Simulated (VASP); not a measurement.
# N: single point with r2SCAN

N:

```
N
1.0
     3.96097    0.00000    0.00000
     0.00000    3.96097    0.00000
     0.00000    0.00000    5.13318
N
4
Direct
  0.90241 0.90241 0.00000
  0.59759 0.40241 0.50000
  0.09759 0.09759 0.00000
  0.40241 0.59759 0.50000
```

- Program: VASP 6.6.1
- Task: single point
- Functional: r2SCAN
- Potentials or basis: VASP PAW PBE potentials, release 64 (N)
- Cutoff: 520 eV
- k mesh: 6 × 6 × 6
- Occupations: gaussian, width 0.01 eV
- Spin: no spin polarisation

| Item | Value |
| --- | --- |
| Pressure | 3.3 GPa |
| Largest force | 2.240 eV/Å |
| Band gap on the k mesh | 7.46 eV, indirect (least direct gap 7.70 eV) |

Forces on the atoms (eV/Å):
```
N   -1.584 -1.584  0.000
N    1.584 -1.584  0.000
N    1.584  1.584  0.000
N   -1.584  1.584  0.000
```

Stress tensor (GPa, compression positive):
```
4.87 0.00 0.00
0.00 4.87 0.00
0.00 0.00 0.04
```

Levels at points of the mesh, in eV from the valence-band top:
| k point | band 6 | band 7 | band 8 | band 9 | band 10 | band 11 | band 12 | band 13 | band 14 | band 15 |
| --- | --- | --- | --- | --- | --- | --- | --- | --- | --- | --- |
| (0.00, 0.00, 0.00) | -1.43 | -1.43 | -1.31 | -1.20 | -0.24 | 7.46 | 8.56 | 8.98 | 8.98 | 12.52 |
| (0.50, 0.00, 0.00) | -1.70 | -1.69 | -1.69 | -0.27 | -0.27 | 8.74 | 8.74 | 8.74 | 8.74 | 13.38 |
| (0.50, 0.50, 0.00) | -1.87 | -1.63 | -1.63 | -0.05 | -0.05 | 8.43 | 8.43 | 9.66 | 9.66 | 13.46 |
| (0.00, 0.00, 0.50) | -1.98 | -1.45 | -1.45 | -0.47 | -0.47 | 7.97 | 7.97 | 8.97 | 8.97 | 13.45 |
| (0.50, 0.00, 0.50) | -1.85 | -1.43 | -1.43 | -0.35 | -0.35 | 8.28 | 8.28 | 9.11 | 9.11 | 14.06 |
| (0.50, 0.50, 0.50) | -1.94 | -1.68 | -1.68 | 0.00 | 0.00 | 8.49 | 8.49 | 9.66 | 9.66 | 14.08 |

Run time: 120 s on 1 thread of Intel(R) Xeon(R) Platinum 8375C CPU @ 2.90GHz (Ice Lake) (shared host), peak memory 0.2 GiB.

Caveat: the standard files for N, O and F lose accuracy on very short bonds; the PAW data sets were made with another functional, which shifts forces and pressure a little. A k mesh can miss the band edges.
